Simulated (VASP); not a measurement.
TcN2:

```xyz
3
Lattice="0.0000 2.4446 2.4446 2.4446 0.0000 2.4446 2.4446 2.4446 0.0000" Properties=species:S:1:pos:R:3 pbc="T T T"
Tc    0.0000    0.0000    0.0000
N     3.6668    3.6668    3.6668
N     1.2223    1.2223    1.2223
```

* Program: VASP 6.6.1
* Task: relaxation of cell and atoms
* Functional: r2SCAN
* Dispersion: D4
* Potentials or basis: VASP PAW PBE potentials, release 64 (Tc_pv, N)
* Cutoff: 600 eV
* k mesh: 10 × 10 × 10
* Occupations: fermi-dirac, width 0.05 eV
* Spin: no spin polarisation

At the start: pressure -11.6 GPa; volume 9.74 Å³/atom.

Question: Where does the relaxation end?

Answer: Over 4 steps the energy falls by 13.9 meV/atom and the volume is 9.37 Å³/atom (-3.8 %); space group Fm-3m (No. 225, to 0.1 Å) before and after.

Step by step:
```
step  energy change (eV)  largest force (eV/Å)  pressure (GPa)  volume (Å³)
   1              0.0000                0.0000          -11.63        29.22
   2              0.0883                0.0000           24.77        26.33
   3             -0.0416                0.0000           -0.24        28.13
   4             -0.0416                0.0000            0.00        28.11
```

Final structure:
```yaml
crystal:
  lattice:
    - [0.00000, 2.41327, 2.41327]
    - [2.41327, 0.00000, 2.41327]
    - [2.41327, 2.41327, 0.00000]
  atoms:
    - { symbol: Tc, position: [0.00000, 0.00000, 0.00000] }
    - { symbol: N, position: [0.75000, 0.75000, 0.75000] }
    - { symbol: N, position: [0.25000, 0.25000, 0.25000] }
```

Caveat: the PAW data sets were made with another functional, which shifts forces and pressure a little; an odd number of electrons without spin polarisation forces a metal; a magnetic or distorted state may lie lower.
